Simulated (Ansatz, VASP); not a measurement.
# TiC: VASP beside Ansatz

File INCAR:

```
PREC = Accurate
ENCUT = 520
EDIFF = 1E-8
ISMEAR = -1
SIGMA = 0.03
LREAL = F
LASPH = T
NELM = 100
ALGO = Normal
ISIF = 2
LWAVE = F
LCHARG = F
GGA = PS
LEFG = T
NBANDS = 15
```

File KPOINTS:

```
regular mesh
0
Gamma
  14 14 14
```

File POSCAR:

```
TiC
1.0
    0.0000000000      2.1711894216      2.1711894216
    2.1711894216      0.0000000000      2.1711894216
    2.1711894216      2.1711894216      0.0000000000
Ti C
1 1
Direct
    0.0000000000      0.0000000000      0.0000000000
    0.5000000000      0.5000000000      0.5000000000
```

Input for Ansatz:

```yaml
crystal:
  lattice:
    - [0.0, 2.1711894216, 2.1711894216]
    - [2.1711894216, 0.0, 2.1711894216]
    - [2.1711894216, 2.1711894216, 0.0]
  atoms:
    - { symbol: Ti, position: [0.0, 0.0, 0.0] }
    - { symbol: C, position: [0.5, 0.5, 0.5] }
kpoints:
  mp_grid: { grid: [14, 14, 14] }
scf:
  occupations: { method: fermi_dirac, width: 0.03 }
hamiltonian:
  xc: pbesol
  pseudopotentials: { kind: all_electron, datasets: crystal }
output:
  forces: true
  stress: true
  eigenvalues: true
  efg: { contact_densities: true }
```

Change from the starting cell: volume scaled by 1.01, crystal datasets.

Alike in both runs: task electric field gradients; functional PBEsol; k mesh 14 × 14 × 14; occupations fermi-dirac, width 0.03 eV; no spin polarisation.

|  | VASP | Ansatz |
| --- | --- | --- |
| version | VASP 6.6.1 | Ansatz 0.2.0 |
| potentials or method | VASP PAW PBE potentials, release 64 (Ti_sv, C), cutoff 520 eV | all-electron PAW with datasets made for the crystal, scalar-relativistic |

Ansatz gave:

| Item | Value |
| --- | --- |
| pressure (GPa) | -8.6 |

What did VASP give for the same quantities?

Pressure (GPa): -8.2.

VASP's potentials were made for PBE, not for PBEsol. Ansatz ran all-electron here, and VASP with PAW potentials.
